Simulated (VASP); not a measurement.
Here is a VASP 6.6.1 calculation.

The input INCAR:

```
PREC     = Accurate       # precision mode
ENCUT    = 500            # plane-wave cutoff, eV
EDIFF    = 1E-6           # SCF threshold, eV
ISMEAR   = -1             # smearing method
SIGMA    = 0.1            # smearing width, eV
LREAL    = F              # projectors in reciprocal space
LASPH    = T              # aspherical terms in the spheres
NELM     = 120            # most SCF steps
ALGO     = Normal         # electronic algorithm
ISIF     = 2              # what is computed and relaxed
LWAVE    = F              # write WAVECAR
LCHARG   = F              # write CHGCAR
GGA      = PE             # functional
NBANDS   = 32             # bands
GGA_COMPAT= F
```

Contents of KPOINTS:

```
regular mesh
0
Gamma
  2 2 2
```

POSCAR

```
Cd
1.0
    4.5045898100      0.0000000000      0.0000000000
    0.0000000000      4.5045898100      0.0000000000
    0.0000000000      0.0000000000      4.5045898100
Cd
4
Direct
    0.5000000000      0.5000000000      0.0000000000
    0.0000000000      0.0000000000      0.0000000000
    0.5000000000      0.0000000000      0.5000000000
    0.0000000000      0.5000000000      0.5000000000
```

Potentials or basis: VASP PAW PBE potentials, release 64 (Cd).

Command:

```bash
$ cat potpaw_PBE.64/Cd/POTCAR > POTCAR
$ mpirun -np 1 vasp_std > vasp.out
```

(1) Estimate the band gap on the k mesh.

(2) Predict the pressure.

Results:

(1) zero (band 24 reaches 4.37 eV, above the bottom of band 25 at 1.13 eV).

(2) 0.4 GPa.

Caveat: the k points lie up to 0.70 Å⁻¹ apart.
